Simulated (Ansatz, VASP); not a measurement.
**Two plane-wave programs on Re**

Contents of INCAR:

```
SYSTEM = Re
PREC     = Accurate       ! precision mode
ENCUT    = 520            ! plane-wave cutoff, eV
EDIFF    = 1E-6           ! SCF threshold, eV
ISMEAR   = 0              ! smearing method
SIGMA    = 0.01           ! smearing width, eV
LREAL    = .FALSE.        ! projectors in reciprocal space
LASPH    = .TRUE.         ! aspherical terms in the spheres
NELM     = 80             ! most SCF steps
ALGO     = Normal         ! electronic algorithm
ISIF     = 2              ! what is computed and relaxed
LWAVE    = .FALSE.        ! write WAVECAR
LCHARG   = .FALSE.        ! write CHGCAR
GGA      = PE             ! functional
NBANDS   = 14             ! bands
```

KPOINTS

```
Automatic mesh
0
G
  13 13 7
  0 0 0
```

Contents of POSCAR:

```
Re
1.0
    2.7768706464      0.0000000000      0.0000000000
   -1.3884353232      2.4048405228      0.0000000000
    0.0000000000      0.0000000000      4.4788142384
Re
2
Direct
    0.3333333333      0.6666666667      0.2500000000
    0.6666666667      0.3333333333      0.7500000000
```

Input for Ansatz:

```yaml
crystal:
  lattice:
    - [2.7768706464, 0.0, 0.0]
    - [-1.3884353232, 2.4048405228, 0.0]
    - [0.0, 0.0, 4.4788142384]
  atoms:
    - { symbol: Re, position: [0.3333333333, 0.6666666667, 0.25] }
    - { symbol: Re, position: [0.6666666667, 0.3333333333, 0.75] }
hamiltonian:
  xc: pbe
  pseudopotentials:
    kind: paw
    azcp:
      Re: "pseudopotentials/Re.paw.azcp"
basis:
  ecutwfc: 420
  fft_grid_basis: typed
kpoints:
  mp_grid: { grid: [13, 13, 7], shift: [0, 0, 0] }
magnetization:
  spin_polarized: false
scf:
  occupations: { method: gaussian, width: 0.01 }
  lower_state_search: "off"
output:
  stress: true
```

Alike in both runs: task single point; functional PBE; k mesh 13 × 13 × 7; occupations gaussian, width 0.01 eV; no spin polarisation.

|  | VASP | Ansatz |
| --- | --- | --- |
| version | VASP 6.6.1 | Ansatz 0.2.0 |
| potentials or method | VASP PAW PBE potentials, release 64 (Re), cutoff 520 eV | plane waves (420 eV) with PAW, scalar-relativistic |
| valence electrons in the cell | 14 | 30 |

|  | VASP | Ansatz | Ansatz less VASP |
| --- | --- | --- | --- |
| pressure (GPa) | -0.7 | -0.2 | +0.55 |
| traceless stress, the component that is largest in VASP (GPa) | 0.01 | 0.20 | +0.188 |

VASP's potentials hold 14 valence electrons a cell and Ansatz's 30, so a difference there can come from the potentials and not from the codes.

Neither program's run includes spin-orbit coupling.
